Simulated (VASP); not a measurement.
# FeGe (P6/mmm) in VASP: notebook

Runs on FeGe. Level: LDA+U. Tasks: single point.

Everything below comes from runs of VASP 6.6.1. Logs are shortened: lines on timing, memory, paths and dates and some standing lists are left out, and cuts for length are marked.

### Step 1. The cell of the first run

It takes space group P6/mmm (No. 191, hexagonal). The conventional cell has a = 4.900 Å, b = 4.900 Å, c = 3.998 Å, α = 90.00°, β = 90.00°, γ = 120.00°. Within 3.2 Å of Ge (site symmetry -6m2) lie 6 Fe at 2.45 Å and 3 Ge at 2.83 Å. Within 3.2 Å of Ge (site symmetry 6/mmm) lie 6 Fe at 2.45 Å. Within 3.2 Å of Fe (site symmetry mmm) lie 6 Ge at 2.45 Å and 4 Fe at 2.45 Å.

### Step 2. Single point, LDA+U, collinear spin, ferromagnetic start

INCAR reads:

```
SYSTEM = FeGe
PREC = Accurate
ENCUT = 520
EDIFF = 1E-6
ISMEAR = -1
SIGMA = 0.05
LREAL = .FALSE.
LASPH = .TRUE.
NELM = 150
ALGO = Normal
ISIF = 2
LWAVE = .FALSE.
LCHARG = .FALSE.
ISPIN = 2
MAGMOM = 0 0 0 3 3 3
LORBIT = 11
LMAXMIX = 4
LDAU = .TRUE.
LDAUTYPE = 2
LDAUL = -1 2
LDAUU = 0 2
LDAUJ = 0 0
LDAUPRINT = 1
GGA = CA
NBANDS = 46
```

KPOINTS reads:

```
regular mesh
0
G
  6 6 7
  0 0 0
```

POSCAR reads:

```
FeGe
1.0
    4.8998456664      0.0000000000      0.0000000000
   -2.4499228332      4.2433908217      0.0000000000
    0.0000000000      0.0000000000      3.9981919157
Ge Fe
3 3
Direct
    0.6666666667      0.3333333333      0.5000000000
    0.3333333333      0.6666666667      0.5000000000
    0.0000000000      0.0000000000      0.0000000000
    0.0000000000      0.5000000000      0.0000000000
    0.5000000000      0.5000000000      0.0000000000
    0.5000000000      0.0000000000      0.0000000000
```

Potentials or basis: VASP PAW LDA potentials, release 64 (Ge_d, Fe).

Launch:

```console
$ cat potpaw_LDA.64/Ge_d/POTCAR potpaw_LDA.64/Fe/POTCAR > POTCAR
$ mpirun -np 1 vasp_std > vasp.out
```

OUTCAR:

```text
SYSTEM = FeGe
   PREC = Accurate
   ENCUT = 520
   EDIFF = 1E-6
   ISMEAR = -1
   LREAL = .FALSE.
   LASPH = .TRUE.
   NELM = 150
   ISIF = 2
   ISPIN = 2
   LORBIT = 11
   GGA = CA

 ion  position               nearest neighbor table
   1  0.667  0.333  0.500-   6 2.45   6 2.45   4 2.45   4 2.45   5 2.45   5 2.45   2 2.83   2 2.83
                             2 2.83
   2  0.333  0.667  0.500-   6 2.45   6 2.45   4 2.45   4 2.45   5 2.45   5 2.45   1 2.83   1 2.83
                             1 2.83
   3  0.000  0.000  0.000-   4 2.45   5 2.45   4 2.45   5 2.45   6 2.45   6 2.45
   4  0.000  0.500  0.000-   1 2.45   2 2.45   1 2.45   2 2.45   3 2.45   6 2.45   3 2.45   6 2.45
                             5 2.45   5 2.45
   5  0.500  0.500  0.000-   1 2.45   2 2.45   1 2.45   2 2.45   3 2.45   6 2.45   6 2.45   3 2.45
                             4 2.45   4 2.45
   6  0.500  0.000  0.000-   1 2.45   2 2.45   1 2.45   2 2.45   4 2.45   5 2.45   5 2.45   4 2.45
                             3 2.45   3 2.45

  LATTYP: Found a hexagonal cell.
 ALAT       =     4.8998456664
 C/A-ratio  =     0.8159832346

  Lattice vectors:

 A1 = (   4.8998456664,   0.0000000000,   0.0000000000)
 A2 = (  -2.4499228332,   4.2433908217,   0.0000000000)
 A3 = (   0.0000000000,   0.0000000000,   3.9981919157)

Analysis of symmetry for initial positions (statically):
=====================================================================
 Subroutine PRICEL returns:
 Original cell was already a primitive cell.

 Routine SETGRP: Setting up the symmetry group for a
 hexagonal supercell.

 Subroutine GETGRP returns: Found 24 space group operations
 (whereof 24 operations were pure point group operations)
 out of a pool of 24 trial point group operations.

The static configuration has the point symmetry D_6h.

Analysis of symmetry for dynamics (positions and initial velocities):
=====================================================================
 Subroutine PRICEL returns:
 Original cell was already a primitive cell.

 Routine SETGRP: Setting up the symmetry group for a
 hexagonal supercell.

 Subroutine GETGRP returns: Found 24 space group operations
 (whereof 24 operations were pure point group operations)
 out of a pool of 24 trial point group operations.

The dynamic configuration has the point symmetry D_6h.

Analysis of structural, dynamic, and magnetic symmetry:
=====================================================================
 Subroutine PRICEL returns:
 Original cell was already a primitive cell.

 Routine SETGRP: Setting up the symmetry group for a
 hexagonal supercell.

 Subroutine GETGRP returns: Found 24 space group operations
 (whereof 24 operations were pure point group operations)
 out of a pool of 24 trial point group operations.

The overall configuration has the point symmetry D_6h.

 Subroutine INISYM returns: Found 24 space group operations
 (whereof 24 operations are pure point group operations),
 and found     1 'primitive' translations

----------------------------------------------------------------------------------------

                                     Primitive cell

  volume of cell :      83.1302

  direct lattice vectors                    reciprocal lattice vectors
     4.899845666  0.000000000  0.000000000     0.204088061  0.117830297  0.000000000
    -2.449922833  4.243390822  0.000000000     0.000000000  0.235660594  0.000000000
     0.000000000  0.000000000  3.998191916     0.000000000  0.000000000  0.250113056

  length of vectors
     4.899845666  4.899845666  3.998191916     0.235660594  0.235660594  0.250113056

  position of ions in fractional coordinates (direct lattice)
     0.666666667  0.333333333  0.500000000
     0.333333333  0.666666667  0.500000000
     0.000000000  0.000000000  0.000000000
     0.000000000  0.500000000  0.000000000
     0.500000000  0.500000000  0.000000000
     0.500000000  0.000000000  0.000000000

  ion indices of the primitive-cell ions
   primitive index   ion index
                 1           1
                 2           2
                 3           3
                 4           4
                 5           5
                 6           6

----------------------------------------------------------------------------------------
[... 28 lines left out ...]
  0.166667  0.000000  0.000000      6.000000
  0.333333  0.000000  0.000000      6.000000
  0.500000  0.000000  0.000000      3.000000
  0.166667  0.166667  0.000000      6.000000
  0.333333  0.166667  0.000000     12.000000
[... 16 lines left out ...]
  0.166667  0.000000  0.428571     12.000000
  0.333333  0.000000  0.428571     12.000000
 [... further k-points ...]
   k-points           NKPTS =     28   k-points in BZ     NKDIM =     28   number of bands    NBANDS=     46
   number of dos      NEDOS =    301   number of ions     NIONS =      6
   total plane-waves  NPLWV =  38880
   dimension x,y,z NGX =    36 NGY =   36 NGZ =   30
   dimension x,y,z NGXF=    72 NGYF=   72 NGZF=   60
   ions per type =               3   3
   NGX,Y,Z   is equivalent  to a cutoff of  12.21, 12.21, 12.47 a.u.
   NGXF,Y,Z  is equivalent  to a cutoff of  24.43, 24.43, 24.95 a.u.
 SYSTEM =  FeGe
   PREC   = accura    normal or accurate (medium, high low for compatibility)
   ISTART =      0    job   : 0-new  1-cont  2-samecut
   ICHARG =      2    charge: 1-file 2-atom 10-const
   ISPIN  =      2    spin polarized calculation?
   LNONCOLLINEAR =      F non collinear calculations
   LSORBIT =      F    spin-orbit coupling
   LASPH  =      T    aspherical Exc in radial PAW
   ENCUT  =  520.0 eV  38.22 Ry    6.18 a.u.   9.11  9.11  7.43*2*pi/ulx,y,z
   NELM   =    150;   NELMIN=  2; NELMDL= -5     # of ELM steps
   EDIFF  = 0.1E-05   stopping-criterion for ELM
   LREAL  =      F    real-space projection
   EDIFFG = 0.1E-04   stopping-criterion for IOM
   NSW    =      0    number of steps for IOM
   IBRION =     -1    ionic relax: 0-MD 1-quasi-New 2-CG
   NFREE  =      0    steps in history (QN), initial steepest desc. (CG)
   ISIF   =      2    stress and relaxation
   ISYM   =      2    0-nonsym 1-usesym 2-fastsym
   POTIM  = 0.5000    time-step for ionic-motion
   TEBEG  =    0.0;   TEEND  =   0.0 temperature during run
   PSTRESS=    0.0 pullay stress
   NELECT =      66.0000    total number of electrons
   NUPDOWN=      -1.0000    fix difference up-down
   EMIN   =  10.00;   EMAX   =-10.00  energy-range for DOS
   EFERMI =   0.00;   METHOD = LEGACY
   ISMEAR =    -1;   SIGMA  =   0.05  broadening in eV -4-tet -1-fermi 0-gaus
   EFERMI_NEDOS =   21; number of points for ismear=-14 and -15
   IALGO  =     38    algorithm
   IMIX   =      4    mixing-type and parameters
     AMIX     =   0.40;   BMIX     =  1.00
     AMIX_MAG =   1.60;   BMIX_MAG =  1.00
  volume/ion in A,a.u.               =      13.86        93.50
  Fermi-wavevector in a.u.,A,eV,Ry     =   1.515897  2.864631 31.265436  2.297945
  Thomas-Fermi vector in A             =   2.625360
   LORBIT       =     11    0 simple, 1 ext, 2 COOP (PROOUT), +10 PAW based schemes
 LDA+U is selected, type is set to LDAUTYPE =  2
   angular momentum for each species LDAUL =    -1    2
   U (eV)           for each species LDAUU =   0.0  2.0
   J (eV)           for each species LDAUJ =   0.0  0.0
   GGA     = CA    functional components
   LHFCALC =     F    Hartree Fock is set to
   AEXX    =    0.0000 exact exchange contribution
   IVDW    =     0    specifies the selected vdW correction
   LEPSILON=     F    determine dielectric tensor
   LRPA    =     F    only Hartree local field effects (RPA)
 spin polarized calculation
  energy-cutoff  :      520.00
  volume of cell :       83.13
 maximum number of plane-waves:      2289
   NGX = 19   NGY = 19   NGZ = 15

atom =   4  type =  2  l = 2

 onsite density matrix

spin component  1
[... 83 lines left out ...]
  o =  0.3058  v =  0.0000  0.0000  0.0000  0.0000  0.0000  0.0000  0.0000 -0.1525 -0.0000  0.9883      0.0000  0.0000  0.0000  0.0000  0.0000  0.0000  0.0000  0.0000  0.0000  0.0000
  o =  0.3081  v =  0.0000  0.0000  0.0000  0.0000  0.0000  0.0000 -1.0000 -0.0000  0.0000  0.0000      0.0000  0.0000  0.0000  0.0000  0.0000  0.0000  0.0000  0.0000  0.0000  0.0000
  o =  0.4262  v =  0.0000  0.0000  0.0000  0.0000  0.0000  0.0000 -0.0000 -0.0000 -1.0000 -0.0000      0.0000  0.0000  0.0000  0.0000  0.0000  0.0000  0.0000  0.0000  0.0000  0.0000
  o =  0.5911  v =  0.0000  0.0000  0.0000  0.0000  0.0000  1.0000  0.0000  0.0000  0.0000  0.0000      0.0000  0.0000  0.0000  0.0000  0.0000  0.0000  0.0000  0.0000  0.0000  0.0000
  o =  0.6196  v =  0.0000  0.0000  0.0000  0.0000  0.0000  0.0000  0.0000  0.9883 -0.0000  0.1525      0.0000  0.0000  0.0000  0.0000  0.0000  0.0000  0.0000  0.0000  0.0000  0.0000
  o =  0.8084  v =  0.0000 -0.0000  0.9526  0.0000 -0.3042  0.0000  0.0000  0.0000  0.0000  0.0000      0.0000  0.0000  0.0000  0.0000  0.0000  0.0000  0.0000  0.0000  0.0000  0.0000
  o =  0.8462  v =  1.0000  0.0000  0.0000  0.0000  0.0000  0.0000  0.0000  0.0000  0.0000  0.0000      0.0000  0.0000  0.0000  0.0000  0.0000  0.0000  0.0000  0.0000  0.0000  0.0000
  o =  0.8593  v =  0.0000  1.0000 -0.0000 -0.0000 -0.0000  0.0000  0.0000  0.0000  0.0000  0.0000      0.0000  0.0000  0.0000  0.0000  0.0000  0.0000  0.0000  0.0000  0.0000  0.0000
  o =  0.8814  v =  0.0000 -0.0000 -0.3042  0.0000 -0.9526  0.0000  0.0000  0.0000  0.0000  0.0000      0.0000  0.0000  0.0000  0.0000  0.0000  0.0000  0.0000  0.0000  0.0000  0.0000
  o =  0.8914  v =  0.0000 -0.0000 -0.0000 -1.0000 -0.0000  0.0000  0.0000  0.0000  0.0000  0.0000      0.0000  0.0000  0.0000  0.0000  0.0000  0.0000  0.0000  0.0000  0.0000  0.0000

 number of electron      65.9999966 magnetization       5.7739901

 Free energy of the ion-electron system (eV)
  ---------------------------------------------------
  ext. energy  EPLUGINS =         0.00000000
  ---------------------------------------------------
  free energy    TOTEN  =       -38.88038622 eV

  energy without entropy =      -38.85641455  energy(sigma->0) =      -38.86840039

 E-fermi :   7.2380     XC(G=0): -12.5850

 val. band max:        7.2346304418   @ k =   0.0000   0.0000   0.4286
 cond. band min:       7.2577203617   @ k =   0.1667   0.1667   0.2857
 fundamental gap:      0.0230899198
 Fermi energy:         7.2379594941

 spin component 1

 k-point     1 :       0.0000    0.0000    0.0000
  band No.  band energies     occupation
      1     -17.7762      1.00000
      2     -17.7108      1.00000
      3     -17.7108      1.00000
      4     -17.7048      1.00000
      5     -17.7048      1.00000
      6     -17.6605      1.00000
[... 2297 lines left out ...]
     44      15.6302      0.00000
     45      16.4998      0.00000

 [... further k-points ...]

 [bands above 45 left out]

------------------------ aborting loop because EDIFF is reached ----------------------------------------

  FORCE on cell =-STRESS in cart. coord.  units (eV):
  Direction    XX          YY          ZZ          XY          YZ          ZX
  --------------------------------------------------------------------------------------
  -------------------------------------------------------------------------------------
  Total       -0.6122185     -0.6122185     -0.4651055      0.0000000      0.0000000      0.0000000
  in kB      -11.7993466    -11.7993466     -8.9640245      0.0000000      0.0000000      0.0000000
  external PRESSURE =     -10.8542392 kB  Pullay stress =       0.0000000 kB

 VOLUME and BASIS-vectors are now :
 -----------------------------------------------------------------------------
  energy-cutoff  :      520.00
  volume of cell :       83.13
      direct lattice vectors                 reciprocal lattice vectors
     4.899845666  0.000000000  0.000000000     0.204088061  0.117830297  0.000000000
    -2.449922833  4.243390822  0.000000000     0.000000000  0.235660594  0.000000000
     0.000000000  0.000000000  3.998191916     0.000000000  0.000000000  0.250113056

 POSITION                                       TOTAL-FORCE (eV/Angst)
 -----------------------------------------------------------------------------------
      2.44992      1.41446      1.99910         0.000000     -0.000000      0.000000
     -0.00000      2.82893      1.99910        -0.000000      0.000000     -0.000000
      0.00000      0.00000      0.00000        -0.000000      0.000000      0.000000
     -1.22496      2.12170      0.00000        -0.000000      0.000000      0.000000
      1.22496      2.12170      0.00000        -0.000000      0.000000      0.000000
      2.44992      0.00000      0.00000        -0.000000      0.000000      0.000000
 -----------------------------------------------------------------------------------
    total drift:                                0.000000      0.000000     -0.000000

  FREE ENERGIE OF THE ION-ELECTRON SYSTEM (eV)
  ---------------------------------------------------
  free  energy   TOTEN  =       -38.8803862220 eV

  energy  without entropy=      -38.8564145510  energy(sigma->0) =      -38.86840039

 total charge

# of ion       s       p       d       tot
------------------------------------------
    1        1.141   1.237  10.089  12.467
    2        1.141   1.237  10.089  12.467
    3        1.163   1.190  10.058  12.411
    4        0.455   0.603   6.503   7.561
    5        0.455   0.603   6.503   7.561
    6        0.455   0.603   6.503   7.561
--------------------------------------------------
tot          4.810   5.472  49.746  60.027

 magnetization (x)

# of ion       s       p       d       tot
------------------------------------------
    1       -0.006  -0.069  -0.000  -0.076
    2       -0.006  -0.069  -0.000  -0.076
    3       -0.001  -0.107   0.007  -0.102
    4       -0.001  -0.003   2.036   2.033
    5       -0.001  -0.003   2.036   2.033
    6       -0.001  -0.003   2.036   2.033
--------------------------------------------------
tot         -0.016  -0.256   6.115   5.844
```

Wall time 99 s (1 thread of Intel Xeon 6975P-C (Granite Rapids), shared host); peak memory 0.27 GiB.

What came out:

```
Free energy                                           : -38.8804 eV
Pressure                                              : -1.1 GPa
Net moment                                            : 5.77 μB per cell
Site moments                                          : Ge -0.08, -0.10 (each value once); Fe +2.03 μB
Valence electrons inside the program's atomic spheres : Ge 12.47, 12.41 (each value once); Fe 7.56
```

Stress tensor (GPa, compression positive):
```
-1.18  0.00  0.00
 0.00 -1.18  0.00
 0.00  0.00 -0.90
```

Levels at points of the mesh, in eV from the Fermi level:
Spin up:
```tsv
k point	band 33	band 34	band 35	band 36	band 37	band 38	band 39	band 40
(0.00, 0.00, 0.00)	-2.05	-2.05	-0.65	-0.55	0.83	0.83	2.88	3.18
(0.50, 0.00, 0.00)	-2.07	-0.15	0.25	0.82	1.24	1.75	2.91	3.60
```
Spin down:
```tsv
k point	band 27	band 28	band 29	band 30	band 31	band 32	band 33	band 34
(0.00, 0.00, 0.00)	-2.33	-1.30	-1.30	0.69	0.75	0.75	1.02	1.02
(0.50, 0.00, 0.00)	-1.88	-1.52	-0.62	-0.12	0.03	0.61	0.95	1.67
```

Eigenvalues of the final occupation matrices:
| site | spin | trace | eigenvalues |
| --- | --- | --- | --- |
| site 4 d | 1 | 4.29 | 0.81 0.85 0.86 0.88 0.89 |
| site 4 d | 2 | 2.25 | 0.31 0.31 0.43 0.59 0.62 |
| site 5 d | 1 | 4.29 | 0.81 0.85 0.86 0.88 0.89 |
| site 5 d | 2 | 2.25 | 0.31 0.31 0.43 0.59 0.62 |
| site 6 d | 1 | 4.29 | 0.81 0.85 0.86 0.88 0.89 |
| site 6 d | 2 | 2.25 | 0.31 0.31 0.43 0.59 0.62 |

Caveat: the U is typed as a test and isn't derived for this compound. The state reached can hang on the start; a lower one may exist.

(Part 1 of 2 ends here.)
